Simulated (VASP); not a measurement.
# TaN (P-62m) in VASP: a series of runs, part 2 of 2

VASP 6.6.1. Earlier steps stand in the parts before.

### 3 Electric field gradients, PBE (zz strain of -3 %)

Input file INCAR:

```
PREC = Accurate
ENCUT = 520
EDIFF = 1E-8
ISMEAR = -1
SIGMA = 0.01
LREAL = F
LASPH = T
NELM = 100
ALGO = Normal
ISIF = 2
LWAVE = F
LCHARG = F
GGA = PE
LEFG = T
NBANDS = 33
```

Input file KPOINTS:

```
Automatic mesh
0
Gamma
  6 6 9
```

Input file POSCAR:

```
TaN
1.0
    5.1960008669      0.0000000000      0.0000000000
   -2.5980004334      4.4998687488      0.0000000000
    0.0000000000      0.0000000000      2.8236700000
Ta N
3 3
Direct
    0.3333333333      0.6666666667      0.5000000000
    0.6666666667      0.3333333333      0.5000000000
    0.0000000000      0.0000000000      0.0000000000
    0.3928500000      0.0000000000      0.0000000000
    0.6071500000      0.6071500000      0.0000000000
    0.0000000000      0.3928500000      0.0000000000
```

Potentials or basis: VASP PAW PBE potentials, release 64 (Ta_pv, N).

Run with:

```sh
cat potpaw_PBE.64/Ta_pv/POTCAR potpaw_PBE.64/N/POTCAR > POTCAR
mpirun -np 1 vasp_std > vasp.out
```

OUTCAR:

```text
PREC = Accurate
   ENCUT = 520
   EDIFF = 1E-8
   ISMEAR = -1
   LREAL = F
   LASPH = T
   NELM = 100
   ISIF = 2
   GGA = PE

 ion  position               nearest neighbor table
   1  0.333  0.667  0.500-   4 2.13   4 2.13   6 2.13   6 2.13   5 2.13   5 2.13   2 3.00   2 3.00
                             2 3.00   3 3.32   3 3.32   3 3.32   3 3.32   3 3.32   3 3.32
   2  0.667  0.333  0.500-   6 2.13   6 2.13   4 2.13   4 2.13   5 2.13   5 2.13   1 3.00   1 3.00
                             1 3.00   3 3.32   3 3.32   3 3.32   3 3.32   3 3.32   3 3.32
   3  0.000  0.000  0.000-   6 2.04   4 2.04   5 2.04   2 3.32   1 3.32   1 3.32   2 3.32   1 3.32
                             1 3.32   2 3.32   2 3.32   2 3.32   2 3.32   1 3.32   1 3.32
   4  0.393  0.000  0.000-   3 2.04   1 2.13   1 2.13   2 2.13   2 2.13
[... 1113 lines left out ...]
   6       1.523    -7.320     5.797     7.658    -0.000    -0.000
---------------------------------------------------------------------

 Electric field gradients after diagonalization (V/A^2)
 (convention: |V_zz| > |V_xx| > |V_yy|)
----------------------------------------------------------------------
 ion       V_xx      V_yy      V_zz     asymmetry (V_yy - V_xx)/ V_zz
----------------------------------------------------------------------
   1     114.606   114.604  -229.210       0.000
   2     114.606   114.604  -229.210       0.000
   3     -75.901   -75.899   151.800       0.000
   4       5.944     5.797   -11.741       0.012
   5       5.945     5.797   -11.742       0.013
   6       5.944     5.797   -11.741       0.012
----------------------------------------------------------------------

           NMR quadrupolar parameters

 Cq : quadrupolar parameter    Cq=e*Q*V_zz/h
 eta: asymmetry parameters     (V_yy - V_xx)/ V_zz
 Q  : nuclear electric quadrupole moment in mb (millibarn)
----------------------------------------------------------------------
 ion       Cq(MHz)       eta       Q (mb)
----------------------------------------------------------------------
   1      -0.554       0.000       1.000
   2      -0.554       0.000       1.000
   3       0.367       0.000       1.000
   4      -0.028       0.012       1.000
   5      -0.028       0.013       1.000
   6      -0.028       0.012       1.000
----------------------------------------------------------------------
```

OSZICAR:

```text
N       E                     dE             d eps       ncg     rms          rms(c)
DAV:   1     0.454112389251E+03    0.45411E+03   -0.26047E+04  2310   0.153E+03
DAV:   2    -0.457436674355E+02   -0.49986E+03   -0.47563E+03  2641   0.453E+02
DAV:   3    -0.763657387813E+02   -0.30622E+02   -0.30126E+02  2798   0.108E+02
DAV:   4    -0.769809834050E+02   -0.61524E+00   -0.61184E+00  2860   0.153E+01
DAV:   5    -0.769957059437E+02   -0.14723E-01   -0.14708E-01  2988   0.185E+00    0.464E+01
DAV:   6    -0.674836292874E+02    0.95121E+01   -0.46756E+01  2923   0.373E+01    0.196E+01
DAV:   7    -0.673295451275E+02    0.15408E+00   -0.19908E+00  2838   0.815E+00    0.114E+01
DAV:   8    -0.672795911977E+02    0.49954E-01   -0.33990E-01  2890   0.362E+00    0.103E+00
DAV:   9    -0.672628994383E+02    0.16692E-01   -0.43404E-02  2960   0.161E+00    0.398E-01
DAV:  10    -0.672623771013E+02    0.52234E-03   -0.13007E-02  2740   0.568E-01    0.201E-01
DAV:  11    -0.672622534381E+02    0.12366E-03   -0.25351E-03  2849   0.301E-01    0.524E-02
DAV:  12    -0.672622020661E+02    0.51372E-04   -0.26996E-04  2864   0.953E-02    0.155E-02
DAV:  13    -0.672622021064E+02   -0.40291E-07   -0.17184E-05  2799   0.244E-02    0.530E-03
DAV:  14    -0.672622019583E+02    0.14811E-06   -0.85967E-07  2871   0.631E-03    0.150E-03
DAV:  15    -0.672622018517E+02    0.10653E-06   -0.84490E-08  2674   0.205E-03    0.363E-04
DAV:  16    -0.672622018549E+02   -0.32123E-08   -0.48967E-09  1621   0.541E-04
   1 F= -.67262202E+02 E0= -.67261827E+02  d E =-.749724E-03
```

Wall time 36 s (1 thread of Intel Xeon 6975P-C (Granite Rapids), shared host); peak memory 0.22 GiB.

What came out:

| Item | Value |
| --- | --- |
| Free energy | -67.2622 eV |
| Pressure | 17.3 GPa |
| Largest force | 0.027 eV/Å |
| Band gap on the k mesh | zero (band 24 reaches 10.50 eV, above the bottom of band 25 at 7.22 eV) |

Forces in eV/Å, atoms in the order of the input:
```
Ta   0.000  0.000  0.000
Ta   0.000  0.000  0.000
Ta   0.000  0.000  0.000
N   -0.027  0.000  0.000
N    0.014  0.024  0.000
N    0.014 -0.024  0.000
```

Electric field gradients, principal values (V/Å²):
| atom | least | middle | greatest (by size) |
| --- | --- | --- | --- |
| 1 Ta | 114.604 | 114.606 | -229.210 |
| 2 Ta | 114.604 | 114.606 | -229.210 |
| 3 Ta | -75.899 | -75.901 | 151.800 |
| 4 N | 5.797 | 5.944 | -11.741 |
| 5 N | 5.797 | 5.945 | -11.742 |
| 6 N | 5.797 | 5.944 | -11.741 |

Caveat: the cell differs from its parent crystal (zz strain of -3 %); without QUAD_EFG the Cq values of the log hold for a quadrupole moment of 1 mb, not for the nuclei; spin-orbit coupling is left out, which moves the levels of the heavy elements.

### 4 Electric field gradients, PBE (zz strain of -3 %)

Input file INCAR:

```
SYSTEM = TaN
PREC = Accurate
ENCUT = 520
EDIFF = 1E-8
ISMEAR = -1
SIGMA = 0.01
LREAL = .FALSE.
LASPH = .TRUE.
NELM = 60
ALGO = Normal
ISIF = 2
LWAVE = .FALSE.
LCHARG = .FALSE.
GGA = PE
LEFG = .TRUE.
NBANDS = 33
```

Input file KPOINTS:

```
regular mesh
0
G
  6 6 9
  0 0 0
```

POSCAR is that of step 3.

Potentials or basis: VASP PAW PBE potentials, release 64 (Ta_pv, N).

Run with:

```sh
cat potpaw_PBE.64/Ta_pv/POTCAR potpaw_PBE.64/N/POTCAR > POTCAR
mpirun -np 1 vasp_std > vasp.out
```

OUTCAR:

```text
SYSTEM = TaN
   PREC = Accurate
   ENCUT = 520
   EDIFF = 1E-8
   ISMEAR = -1
   LREAL = .FALSE.
   LASPH = .TRUE.
   NELM = 60
   ISIF = 2
   GGA = PE

 ion  position               nearest neighbor table
   1  0.333  0.667  0.500-   4 2.13   4 2.13   6 2.13   6 2.13   5 2.13   5 2.13   2 3.00   2 3.00
                             2 3.00   3 3.32   3 3.32   3 3.32   3 3.32   3 3.32   3 3.32
   2  0.667  0.333  0.500-   6 2.13   6 2.13   4 2.13   4 2.13   5 2.13   5 2.13   1 3.00   1 3.00
                             1 3.00   3 3.32   3 3.32   3 3.32   3 3.32   3 3.32   3 3.32
   3  0.000  0.000  0.000-   6 2.04   4 2.04   5 2.04   2 3.32   1 3.32   1 3.32   2 3.32   1 3.32
                             1 3.32   2 3.32   2 3.32   2 3.32   2 3.32   1 3.32   1 3.32
   4  0.393  0.000  0.000-   3 2.04   1 2.13   1 2.13   2 2.13   2 2.13
   5  0.607  0.607  0.000-   3 2.04   2 2.13   2 2.13   1 2.13   1 2.13
   6  0.000  0.393  0.000-   3 2.04   2 2.13   2 2.13   1 2.13   1 2.13

  LATTYP: Found a hexagonal cell.
 ALAT       =     5.1960008669
 C/A-ratio  =     0.5434313951

  Lattice vectors:

 A1 = (   5.1960008669,   0.0000000000,   0.0000000000)
 A2 = (  -2.5980004334,   4.4998687488,   0.0000000000)
 A3 = (   0.0000000000,   0.0000000000,   2.8236700000)

Analysis of symmetry for initial positions (statically):
=====================================================================
 Subroutine PRICEL returns:
 Original cell was already a primitive cell.

 Routine SETGRP: Setting up the symmetry group for a
 hexagonal supercell.

 Subroutine GETGRP returns: Found 12 space group operations
 (whereof 12 operations were pure point group operations)
 out of a pool of 24 trial point group operations.
[... 1050 lines left out ...]
  Total        4.9777118      4.9777118     11.4015520      0.0000000      0.0000000      0.0000000
  in kB      120.7973292    120.7973292    276.6887840      0.0000000      0.0000000      0.0000000
  external PRESSURE =     172.7611475 kB  Pullay stress =       0.0000000 kB

 VOLUME and BASIS-vectors are now :
 -----------------------------------------------------------------------------
  energy-cutoff  :      520.00
  volume of cell :       66.02
      direct lattice vectors                 reciprocal lattice vectors
     5.196000867  0.000000000  0.000000000     0.192455703  0.111114352  0.000000000
    -2.598000433  4.499868749  0.000000000     0.000000000  0.222228704  0.000000000
     0.000000000  0.000000000  2.823670000     0.000000000  0.000000000  0.354149033

 POSITION                                       TOTAL-FORCE (eV/Angst)
 -----------------------------------------------------------------------------------
     -0.00000      2.99991      1.41183        -0.000000     -0.000000     -0.000000
      2.59800      1.49996      1.41183         0.000000      0.000000     -0.000000
      0.00000      0.00000      0.00000        -0.000000      0.000000     -0.000000
      2.04125      0.00000      0.00000        -0.027185     -0.000000      0.000000
      1.57738      2.73210      0.00000         0.013593      0.023543     -0.000000
     -1.02062      1.76777      0.00000         0.013593     -0.023543      0.000000
 -----------------------------------------------------------------------------------
    total drift:                               -0.000002     -0.000003      0.000000

  FREE ENERGIE OF THE ION-ELECTRON SYSTEM (eV)
  ---------------------------------------------------
  free  energy   TOTEN  =       -67.2622018549 eV

  energy  without entropy=      -67.2614521314  energy(sigma->0) =      -67.26182699

 Electric field gradients (V/A^2)
---------------------------------------------------------------------
 ion       V_xx      V_yy      V_zz      V_xy      V_xz      V_yz
---------------------------------------------------------------------
   1     114.605   114.605  -229.210     0.001     0.000     0.000
   2     114.605   114.605  -229.210     0.001     0.000     0.000
   3     -75.900   -75.901   151.800    -0.001    -0.000    -0.000
   4     -11.741     5.944     5.797    -0.001    -0.000     0.000
   5       1.523    -7.320     5.797    -7.659     0.000    -0.000
   6       1.523    -7.320     5.797     7.658    -0.000    -0.000
---------------------------------------------------------------------

 Electric field gradients after diagonalization (V/A^2)
 (convention: |V_zz| > |V_xx| > |V_yy|)
----------------------------------------------------------------------
 ion       V_xx      V_yy      V_zz     asymmetry (V_yy - V_xx)/ V_zz
----------------------------------------------------------------------
   1     114.606   114.604  -229.210       0.000
   2     114.606   114.604  -229.210       0.000
   3     -75.901   -75.899   151.800       0.000
   4       5.944     5.797   -11.741       0.012
   5       5.945     5.797   -11.742       0.013
   6       5.944     5.797   -11.741       0.012
----------------------------------------------------------------------

           NMR quadrupolar parameters

 Cq : quadrupolar parameter    Cq=e*Q*V_zz/h
 eta: asymmetry parameters     (V_yy - V_xx)/ V_zz
 Q  : nuclear electric quadrupole moment in mb (millibarn)
----------------------------------------------------------------------
 ion       Cq(MHz)       eta       Q (mb)
----------------------------------------------------------------------
   1      -0.554       0.000       1.000
   2      -0.554       0.000       1.000
   3       0.367       0.000       1.000
   4      -0.028       0.012       1.000
   5      -0.028       0.013       1.000
   6      -0.028       0.012       1.000
----------------------------------------------------------------------
```

stdout:

```text
POSCAR found type information on POSCAR TaN
 POSCAR found :  2 types and       6 ions
 scaLAPACK will be used
 LDA part: xc-table for (Slater+PW92), standard interpolation
 POSCAR, INCAR and KPOINTS ok, starting setup
 FFT: planning ... GRIDC
 FFT: planning ... GRID_SOFT
 FFT: planning ... GRID
 WAVECAR not read
 entering main loop
ion   1

ion   2

ion   3

ion   4

ion   5

ion   6
```

It took 35 s on 1 thread of Intel Xeon 6975P-C (Granite Rapids), shared host; peak memory 0.22 GiB.

What came out:

```yaml
Free_energy: -67.2622 eV
Pressure: 17.3 GPa
Largest_force: 0.027 eV/Å
Band_gap_on_the_k_mesh: zero (band 24 reaches 10.50 eV, above the bottom of band 25 at 7.22 eV)
```

Forces in eV/Å, atoms in the order of the input:
```
Ta   0.000  0.000  0.000
Ta   0.000  0.000  0.000
Ta   0.000  0.000  0.000
N   -0.027  0.000  0.000
N    0.014  0.024  0.000
N    0.014 -0.024  0.000
```

Stress tensor (GPa, compression positive):
```
12.08  0.00  0.00
 0.00 12.08  0.00
 0.00  0.00 27.67
```

Electric field gradients, principal values (V/Å²):
| atom | least | middle | greatest (by size) |
| --- | --- | --- | --- |
| 1 Ta | 114.604 | 114.606 | -229.210 |
| 2 Ta | 114.604 | 114.606 | -229.210 |
| 3 Ta | -75.899 | -75.901 | 151.800 |
| 4 N | 5.797 | 5.944 | -11.741 |
| 5 N | 5.797 | 5.945 | -11.742 |
| 6 N | 5.797 | 5.944 | -11.741 |

Caveat: the cell differs from its parent crystal (zz strain of -3 %); without QUAD_EFG the Cq values of the log hold for a quadrupole moment of 1 mb, not for the nuclei; spin-orbit coupling is left out, which moves the levels of the heavy elements.
